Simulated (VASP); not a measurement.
The system is Be.

```xyz
2
Lattice="2.2853 0.0000 0.0000 -1.1426 1.9791 0.0000 0.0000 0.0000 3.5842" Properties=species:S:1:pos:R:3 pbc="T T T"
Be    0.0000    1.3194    0.8961
Be    1.1427    0.6597    2.6882
```

- Program: VASP 6.6.1
- Task: relaxation of volume and atoms at fixed shape
- Functional: PBEsol
- Potentials or basis: VASP PAW PBE potentials, release 64 (Be)
- Cutoff: 600 eV
- k mesh: 22 × 22 × 12
- Occupations: fermi-dirac, width 0.1 eV
- Spin: no spin polarisation

At the start: pressure -3.6 GPa; volume 8.11 Å³/atom.

Where does the relaxation end?

Over 3 steps the energy falls by 2.8 meV/atom and the volume is 7.86 Å³/atom (-3.0 %); space group P6_3/mmc (No. 194, to 0.1 Å) before and after.

The path:
| step | energy change (eV) | largest force (eV/Å) | pressure (GPa) | volume (Å³) |
| --- | --- | --- | --- | --- |
| 1 | 0.0000 | 0.0000 | -3.59 | 16.21 |
| 2 | -0.0055 | 0.0000 | -0.50 | 15.79 |
| 3 | -0.0056 | 0.0000 | -0.01 | 15.73 |

Final structure:
```yaml
crystal:
  lattice:
    - [2.26230, 0.00000, 0.00000]
    - [-1.13115, 1.95921, 0.00000]
    - [0.00000, 0.00000, 3.54812]
  atoms:
    - { symbol: Be, position: [0.33333, 0.66667, 0.25000] }
    - { symbol: Be, position: [0.66667, 0.33333, 0.75000] }
```

Caveat: the PAW data sets were made with another functional, which shifts forces and pressure a little.
